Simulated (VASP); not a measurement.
# Fe (Immm) in VASP: a series of runs

Fe is run at these levels: PBE+D4; tasks: single point.

Program: VASP 6.6.1. These are calculated values, not measurements. Logs are shortened: lines on timing, memory, paths and dates and some standing lists are left out, and cuts for length are marked.

**1. The cell of the first run**

The structure is orthorhombic, space group Immm (No. 71). The conventional cell has a = 2.389 Å, b = 2.462 Å, c = 3.430 Å, α = 90.00°, β = 90.00°, γ = 90.00°. Fe (site symmetry mmm) has 12 Fe at 2.39 to 2.46 Å within 3.2 Å.

**2. Single point, PBE+D4, collinear spin, ferromagnetic start**

The input, INCAR:

```
PREC     = Accurate       # precision mode
ENCUT    = 690            # plane-wave cutoff, eV
EDIFF    = 1E-6           # SCF threshold, eV
ISMEAR   = -1             # smearing method
SIGMA    = 0.15           # smearing width, eV
LREAL    = F              # projectors in reciprocal space
LASPH    = T              # aspherical terms in the spheres
NELM     = 200            # most SCF steps
ALGO     = Normal         # electronic algorithm
ISIF     = 2              # what is computed and relaxed
LWAVE    = F              # write WAVECAR
LCHARG   = F              # write CHGCAR
ISPIN    = 2              # spin polarisation
MAGMOM   = 2.4            # initial moments
LORBIT   = 11             # projections on sites
LMAXMIX  = 4              # l up to which the mixer works
GGA      = PE             # functional
IVDW     = 13             # dispersion correction
NBANDS   = 18             # bands
GGA_COMPAT= F
```

The input, KPOINTS:

```
Automatic mesh
0
Gamma
  11 11 11
```

The input, POSCAR:

```
Fe
1.0
    0.0257250000      1.7150000000      1.7150000000
    1.7150000000      0.0257250000      1.7150000000
    1.7407250000      1.7407250000      0.0000000000
Fe
1
Direct
    0.0000000000      0.0000000000      0.0000000000
```

Potentials or basis: VASP PAW PBE potentials, release 64 (Fe_sv).

On the command line:

```bash
$ cat potpaw_PBE.64/Fe_sv/POTCAR > POTCAR
$ mpirun -np 1 vasp_std > vasp.out
```

OUTCAR:

```text
PREC = Accurate
   ENCUT = 690
   EDIFF = 1E-6
   ISMEAR = -1
   LREAL = F
   LASPH = T
   NELM = 200
   ISIF = 2
   ISPIN = 2
   LORBIT = 11
   GGA = PE
   IVDW = 13

 ion  position               nearest neighbor table
   1  0.000  0.000  0.000-

  LATTYP: Found a body centered orthorhombic cell.
 ALAT       =     2.3889956156
 B/A-ratio  =     1.0304568528
 C/A-ratio  =     1.4357498095

  Lattice vectors:

 A1 = (   1.7150000000,   0.0257250000,  -1.7150000000)
 A2 = (  -1.7150000000,  -0.0257250000,  -1.7150000000)
 A3 = (   0.0257250000,   1.7150000000,   1.7150000000)

Analysis of symmetry for initial positions (statically):
=====================================================================
 Subroutine PRICEL returns:
 Original cell was already a primitive cell.

 Routine SETGRP: Setting up the symmetry group for a
 body centered orthorhombic supercell.

 Subroutine GETGRP returns: Found  8 space group operations
 (whereof  8 operations were pure point group operations)
 out of a pool of  8 trial point group operations.

The static configuration has the point symmetry D_2h.

Analysis of symmetry for dynamics (positions and initial velocities):
=====================================================================
 Subroutine PRICEL returns:
 Original cell was already a primitive cell.

 Routine SETGRP: Setting up the symmetry group for a
 body centered orthorhombic supercell.

 Subroutine GETGRP returns: Found  8 space group operations
 (whereof  8 operations were pure point group operations)
 out of a pool of  8 trial point group operations.

The dynamic configuration has the point symmetry D_2h.

Analysis of structural, dynamic, and magnetic symmetry:
=====================================================================
 Subroutine PRICEL returns:
 Original cell was already a primitive cell.

 Routine SETGRP: Setting up the symmetry group for a
 body centered orthorhombic supercell.

 Subroutine GETGRP returns: Found  8 space group operations
 (whereof  8 operations were pure point group operations)
 out of a pool of  8 trial point group operations.

The overall configuration has the point symmetry D_2h.

 Subroutine INISYM returns: Found  8 space group operations
 (whereof  8 operations are pure point group operations),
 and found     1 'primitive' translations

----------------------------------------------------------------------------------------

                                     Primitive cell

  volume of cell :      10.0861

  direct lattice vectors                    reciprocal lattice vectors
     0.025725000  1.715000000  1.715000000    -0.295984964  0.295984964  0.291545190
     1.715000000  0.025725000  1.715000000     0.295984964 -0.295984964  0.291545190
     1.740725000  1.740725000  0.000000000     0.287236640  0.287236640 -0.291545190

  length of vectors
     2.425512683  2.425512683  2.461756903     0.510110572  0.510110572  0.500008372

  position of ions in fractional coordinates (direct lattice)
     0.000000000  0.000000000  0.000000000

  ion indices of the primitive-cell ions
   primitive index   ion index
                 1           1

----------------------------------------------------------------------------------------

 KPOINTS: Automatic mesh

Automatic generation of k-mesh.
 Grid dimensions read from file:
 generate k-points for:   11   11   11

 Generating k-lattice:

  Cartesian coordinates                     Fractional coordinates (reciprocal lattice)
    -0.026907724  0.026907724  0.026504108     0.090909091  0.000000000  0.000000000
     0.026907724 -0.026907724  0.026504108     0.000000000  0.090909091  0.000000000
     0.026112422  0.026112422 -0.026504108     0.000000000  0.000000000  0.090909091

  Length of vectors
     0.046373688  0.046373688  0.045455307

  Shift w.r.t. Gamma in fractional coordinates (k-lattice)
     0.000000000  0.000000000  0.000000000

 Subroutine IBZKPT returns following result:
 ===========================================

 Found    216 irreducible k-points:

 Following reciprocal coordinates:
            Coordinates               Weight
  0.000000  0.000000  0.000000      1.000000
  0.090909  0.000000  0.000000      4.000000
  0.181818  0.000000  0.000000      4.000000
  0.272727  0.000000  0.000000      4.000000
  0.363636  0.000000  0.000000      4.000000
  0.454545  0.000000  0.000000      4.000000
[... 16 lines left out ...]
 -0.272727  0.181818  0.000000      4.000000
 -0.181818  0.181818  0.000000      2.000000
 [... further k-points ...]
   k-points           NKPTS =    216   k-points in BZ     NKDIM =    216   number of bands    NBANDS=     18
   number of dos      NEDOS =    301   number of ions     NIONS =      1
   total plane-waves  NPLWV =  13824
   dimension x,y,z NGX =    24 NGY =   24 NGZ =   24
   dimension x,y,z NGXF=    48 NGYF=   48 NGZF=   48
   ions per type =               1
   NGX,Y,Z   is equivalent  to a cutoff of  16.45, 16.45, 16.21 a.u.
   NGXF,Y,Z  is equivalent  to a cutoff of  32.90, 32.90, 32.42 a.u.
 SYSTEM =  unknown system
   PREC   = accura    normal or accurate (medium, high low for compatibility)
   ISTART =      0    job   : 0-new  1-cont  2-samecut
   ICHARG =      2    charge: 1-file 2-atom 10-const
   ISPIN  =      2    spin polarized calculation?
   LNONCOLLINEAR =      F non collinear calculations
   LSORBIT =      F    spin-orbit coupling
   LASPH  =      T    aspherical Exc in radial PAW
   ENCUT  =  690.0 eV  50.71 Ry    7.12 a.u.   5.19  5.19  5.27*2*pi/ulx,y,z
   NELM   =    200;   NELMIN=  2; NELMDL= -5     # of ELM steps
   EDIFF  = 0.1E-05   stopping-criterion for ELM
   LREAL  =      F    real-space projection
   EDIFFG = 0.1E-04   stopping-criterion for IOM
   NSW    =      0    number of steps for IOM
   IBRION =     -1    ionic relax: 0-MD 1-quasi-New 2-CG
   NFREE  =      0    steps in history (QN), initial steepest desc. (CG)
   ISIF   =      2    stress and relaxation
   ISYM   =      2    0-nonsym 1-usesym 2-fastsym
   POTIM  = 0.5000    time-step for ionic-motion
   TEBEG  =    0.0;   TEEND  =   0.0 temperature during run
   PSTRESS=    0.0 pullay stress
   NELECT =      16.0000    total number of electrons
   NUPDOWN=      -1.0000    fix difference up-down
   EMIN   =  10.00;   EMAX   =-10.00  energy-range for DOS
   EFERMI =   0.00;   METHOD = LEGACY
   ISMEAR =    -1;   SIGMA  =   0.15  broadening in eV -4-tet -1-fermi 0-gaus
   EFERMI_NEDOS =   21; number of points for ismear=-14 and -15
   IALGO  =     38    algorithm
   IMIX   =      4    mixing-type and parameters
     AMIX     =   0.40;   BMIX     =  1.00
     AMIX_MAG =   1.60;   BMIX_MAG =  1.00
  volume/ion in A,a.u.               =      10.09        68.06
  Fermi-wavevector in a.u.,A,eV,Ry     =   1.909296  3.608046 49.598834  3.645411
  Thomas-Fermi vector in A             =   2.946392
   LORBIT       =     11    0 simple, 1 ext, 2 COOP (PROOUT), +10 PAW based schemes
   GGA     = PE    functional components
   LHFCALC =     F    Hartree Fock is set to
   AEXX    =    0.0000 exact exchange contribution
   IVDW    =    13    specifies the selected vdW correction
   LEPSILON=     F    determine dielectric tensor
   LRPA    =     F    only Hartree local field effects (RPA)
 spin polarized calculation
  energy-cutoff  :      690.00
  volume of cell :       10.09
 maximum number of plane-waves:       428
 NGX is ok and might be reduce to    24
   NGX = 11   NGY = 11   NGZ = 11

 number of electron      16.0000002 magnetization       0.5786735

 Free energy of the ion-electron system (eV)
  ---------------------------------------------------
  ext. energy  EPLUGINS =         0.00000000
  ---------------------------------------------------
  free energy    TOTEN  =        -8.25957784 eV

  energy without entropy =       -8.13947026  energy(sigma->0) =       -8.19952405

 E-fermi :  14.1303     XC(G=0): -14.5035

 val. band max:       14.1297432374   @ k =  -0.0909  -0.0000   0.1818
 cond. band min:      14.1310738073   @ k =   0.2727   0.0909   0.4545
 fundamental gap:      0.0013305699
 Fermi energy:        14.1302890357

 spin component 1

 k-point     1 :       0.0000    0.0000    0.0000
  band No.  band energies     occupation
      1     -73.4343      1.00000
      2     -39.1355      1.00000
      3     -39.1131      1.00000
      4     -39.0884      1.00000
      5       5.0209      1.00000
      6      12.0921      1.00000
[... 10 lines left out ...]
     17      47.0721      0.00000
     18      48.3278      0.00000

 k-point     2 :       0.0909    0.0000    0.0000
  band No.  band energies     occupation
      1     -73.4240      1.00000
      2     -39.1515      1.00000
      3     -39.1423      1.00000
      4     -39.1102      1.00000
      5       5.3813      1.00000
      6      12.1784      1.00000
[... 10 lines left out ...]
     17      47.4119      0.00000
     18      51.8625      0.00000

 k-point     3 :       0.1818    0.0000    0.0000
  band No.  band energies     occupation
      1     -73.3963      1.00000
      2     -39.2892      1.00000
      3     -39.1599      1.00000
      4     -39.1335      1.00000
      5       6.3915      1.00000
      6      11.8953      1.00000
[... 412 lines left out ...]
 k-point    23 :      -0.2727    0.1818    0.0000
  band No.  band energies     occupation
      1     -73.3159      1.00000
      2     -39.5780      1.00000
      3     -39.3082      1.00000
      4     -39.2037      1.00000
      5       9.4992      1.00000
      6      11.3750      1.00000
[... 10 lines left out ...]
     17      52.7170      0.00000
     18      55.4644      0.00000

 k-point    24 :      -0.1818    0.1818    0.0000
  band No.  band energies     occupation
      1     -73.3462      1.00000
      2     -39.4709      1.00000
      3     -39.2516      1.00000
      4     -39.1760      1.00000
      5       8.3418      1.00000
      6      11.3370      1.00000
[... 10 lines left out ...]
     17      49.6357      0.00000
     18      55.0538      0.00000

 [... further k-points ...]

 spin component 2

 k-point     1 :       0.0000    0.0000    0.0000
  band No.  band energies     occupation
      1     -72.7499      1.00000
      2     -38.4446      1.00000
      3     -38.4382      1.00000
      4     -38.4306      1.00000
      5       5.0913      1.00000
      6      12.4538      0.99999
[... 10 lines left out ...]
     17      47.2077      0.00000
     18      48.1651      0.00000

 k-point     2 :       0.0909    0.0000    0.0000
  band No.  band energies     occupation
      1     -72.7394      1.00000
      2     -38.4870      1.00000
      3     -38.4516      1.00000
      4     -38.4436      1.00000
      5       5.4523      1.00000
      6      12.5470      0.99997
[... 10 lines left out ...]
     17      47.5064      0.00000
     18      51.8353      0.00000

 k-point     3 :       0.1818    0.0000    0.0000
  band No.  band energies     occupation
      1     -72.7111      1.00000
      2     -38.6306      1.00000
      3     -38.4697      1.00000
      4     -38.4649      1.00000
      5       6.4665      1.00000
      6      12.2427      1.00000
[... 412 lines left out ...]
 k-point    23 :      -0.2727    0.1818    0.0000
  band No.  band energies     occupation
      1     -72.6290      1.00000
      2     -38.9312      1.00000
      3     -38.6393      1.00000
      4     -38.5146      1.00000
      5       9.6555      1.00000
      6      11.6767      1.00000
[... 10 lines left out ...]
     17      53.0053      0.00000
     18      55.6034      0.00000

 k-point    24 :      -0.1818    0.1818    0.0000
  band No.  band energies     occupation
      1     -72.6599      1.00000
      2     -38.8228      1.00000
      3     -38.5800      1.00000
      4     -38.4861      1.00000
      5       8.4401      1.00000
      6      11.6649      1.00000
[... 10 lines left out ...]
     17      49.9478      0.00000
     18      55.2403      0.00000

 [... further k-points ...]

------------------------ aborting loop because EDIFF is reached ----------------------------------------

  DFT-D4 for vdW energy calculation

  Edisp (eV):   -0.39483

  FORCE on cell =-STRESS in cart. coord.  units (eV):
  Direction    XX          YY          ZZ          XY          YZ          ZX
  --------------------------------------------------------------------------------------
  -------------------------------------------------------------------------------------
  Total       0.11173     0.11173     0.09172    -0.44112     0.00000     0.00000
  in kB      17.74765    17.74765    14.56948   -70.07095     0.00000     0.00000
  external pressure =       16.69 kB  Pullay stress =        0.00 kB

 VOLUME and BASIS-vectors are now :
 -----------------------------------------------------------------------------
  energy-cutoff  :      690.00
  volume of cell :       10.09
      direct lattice vectors                 reciprocal lattice vectors
     0.025725000  1.715000000  1.715000000    -0.295984964  0.295984964  0.291545190
     1.715000000  0.025725000  1.715000000     0.295984964 -0.295984964  0.291545190
     1.740725000  1.740725000  0.000000000     0.287236640  0.287236640 -0.291545190

 POSITION                                       TOTAL-FORCE (eV/Angst)
 -----------------------------------------------------------------------------------
      0.00000      0.00000      0.00000         0.000000     -0.000000      0.000000
 -----------------------------------------------------------------------------------
    total drift:                               -0.000000     -0.000000     -0.000000

  FREE ENERGIE OF THE ION-ELECTRON SYSTEM (eV)
  ---------------------------------------------------
  free  energy   TOTEN  =        -8.6544066148 eV

  energy  without entropy=       -8.5342990356  energy(sigma->0) =       -8.59435283

 total charge

# of ion       s       p       d       tot
------------------------------------------
    1        2.209   6.058   5.547  13.814

 magnetization (x)

# of ion       s       p       d       tot
------------------------------------------
    1        0.000  -0.001   0.572   0.571
```

It took 2.6 min on 1 thread of AMD EPYC 7R43 (Zen 3), shared host; peak memory 0.18 GiB.

What came out:

```
Free energy                                           : -8.6544 eV
Pressure                                              : 1.7 GPa
Net moment                                            : 0.58 μB per cell
Site moments                                          : Fe +0.57 μB
Valence electrons inside the program's atomic spheres : Fe 13.81
Dispersion energy per atom                            : -0.395 eV
```

Stress tensor (GPa, compression positive):
```
 1.77 -7.01  0.00
-7.01  1.77  0.00
 0.00  0.00  1.46
```

**3. Single point, PBE+D4, collinear spin, ferromagnetic start**

The input, INCAR:

```
SYSTEM = Fe
PREC = Accurate
ENCUT = 690
EDIFF = 1E-6
ISMEAR = -1
SIGMA = 0.15
LREAL = .FALSE.
LASPH = .TRUE.
NELM = 200
ALGO = Normal
ISIF = 2
LWAVE = .FALSE.
LCHARG = .FALSE.
ISPIN = 2
MAGMOM = 2.4
LORBIT = 11
LMAXMIX = 4
GGA = PE
IVDW = 13
NBANDS = 18
GGA_COMPAT = .FALSE.
```

The input, KPOINTS:

```
Automatic mesh
0
G
  11 11 11
  0 0 0
```

The input, POSCAR:

```
Fe
1.0
   -0.0128625000      1.7150000000      1.7150000000
    1.7150000000     -0.0128625000      1.7150000000
    1.7021375000      1.7021375000      0.0000000000
Fe
1
Direct
    0.0000000000      0.0000000000      0.0000000000
```

Potentials or basis: VASP PAW PBE potentials, release 64 (Fe_sv).

On the command line:

```bash
$ cat potpaw_PBE.64/Fe_sv/POTCAR > POTCAR
$ mpirun -np 1 vasp_std > vasp.out
```

It took 2.8 min on 1 thread of AMD EPYC 7R43 (Zen 3), shared host; peak memory 0.18 GiB.

It converged, with:

```yaml
Free_energy: -8.6595 eV
Pressure: 1.3 GPa
Net_moment: 0.56 μB per cell
Site_moments: Fe +0.55 μB
Valence_electrons_inside_the_program's_atomic_spheres: Fe 13.81
Dispersion_energy_per_atom: -0.395 eV
```

Stress tensor (GPa, compression positive):
```
1.33 3.52 0.00
3.52 1.33 0.00
0.00 0.00 1.25
```

Levels at points of the mesh, in eV from the Fermi level:
Spin up:
```
           k point  band 6  band 7  band 8  band 9  band 10  band 11
(0.00, 0.00, 0.00)   -1.96   -1.89   -1.81   -0.54    -0.54    22.70
```
Spin down:
```tsv
k point	band 4	band 5	band 6	band 7	band 8	band 9	band 10	band 11	band 12	band 13
(0.00, 0.00, 0.00)	-52.57	-9.04	-1.60	-1.53	-1.44	0.37	0.37	22.62	28.15	28.49
```
